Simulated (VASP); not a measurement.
Here is a VASP 6.6.1 calculation.

File INCAR:

```
ALGO     = Normal         # electronic algorithm
DIPOL    = 0.5 0.5 0.500
EDIFF    = 1E-7           # SCF threshold, eV
ENCUT    = 520            # plane-wave cutoff, eV
GGA      = PE             # functional
IDIPOL   = 3            
ISIF     = 2              # what is computed and relaxed
ISMEAR   = -1             # smearing method
LASPH    = T              # aspherical terms in the spheres
LCHARG   = F              # write CHGCAR
LDIPOL   = T            
LREAL    = F              # projectors in reciprocal space
LWAVE    = F              # write WAVECAR
NBANDS   = 36             # bands
NELM     = 100            # most SCF steps
PREC     = Accurate       # precision mode
SIGMA    = 0.3            # smearing width, eV
```

File KPOINTS:

```
k-points
0
Gamma
  9 9 1
```

POSCAR

```
CdTe
1.0
    4.6791895905      0.0000000000      0.0000000000
   -2.3395947952      4.0522970545      0.0000000000
    0.0000000000      0.0000000000     23.5962201799
Te Cd
3 3
Direct
    0.0000000000      0.0000000000      0.3178475172
    0.3333333333      0.6666666667      0.4797608352
    0.6666666667      0.3333333333      0.6416741533
    0.3333333333      0.6666666667      0.3583258467
    0.6666666667      0.3333333333      0.5202391648
    0.0000000000      0.0000000000      0.6821524828
```

Potentials or basis: VASP PAW PBE potentials, release 64 (Te, Cd).

Launch:

```bash
$ cat potpaw_PBE.64/Te/POTCAR potpaw_PBE.64/Cd/POTCAR > POTCAR
$ mpirun -np 1 vasp_std > vasp.out
```

Predict the largest force.

0.559 eV/Å.

What does it give for the band gap on the k mesh?

0.20 eV, direct.

Forces in eV/Å, atoms in the order of the input:
```
Te   0.000  0.000  0.051
Te   0.000  0.000  0.386
Te   0.000  0.000  0.559
Cd   0.000  0.000 -0.341
Cd   0.000  0.000 -0.370
Cd   0.000  0.000 -0.284
```

Caveat: spin-orbit coupling is left out, which moves the levels of the heavy elements.
